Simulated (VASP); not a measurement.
# GaSb: single point with PBE

GaSb:

```xyz
2
Lattice="0.0000 3.0281 3.0281 3.0281 0.0000 3.0281 3.0281 3.0281 0.0000" Properties=species:S:1:pos:R:3 pbc="T T T"
Ga    0.0000    0.0000    0.0000
Sb    4.5421    4.5421    4.5421
```

This cell differs from its parent crystal: volume scaled by 0.97.

- Program: VASP 6.6.1
- Task: single point
- Functional: PBE
- Potentials or basis: VASP PAW PBE potentials, release 64 (Ga_d, Sb)
- Cutoff: 520 eV
- k mesh: 9 × 9 × 9
- Occupations: fermi-dirac, width 0.05 eV
- Spin: no spin polarisation
- Dipole correction: no
- Further INCAR settings: ALGO = Normal; EDIFF = 1e-06; NBANDS = 16

```json
{
 "Pressure": "4.2 GPa",
 "Band gap on the k mesh": "0.26 eV, direct"
}
```

Levels at points of the mesh, in eV from the valence-band top:
```csv
k point,band 7,band 8,band 9,band 10,band 11,band 12
"(0.00, 0.00, 0.00)",0.00,0.00,0.00,0.26,2.77,2.77
```

It took 24 s on 1 thread of Intel(R) Xeon(R) Platinum 8375C CPU @ 2.90GHz (Ice Lake), with other jobs on the host, peak memory 0.19 GiB.

Caveat: spin-orbit coupling is left out, which moves the levels of the heavy elements. A k mesh can miss the band edges.
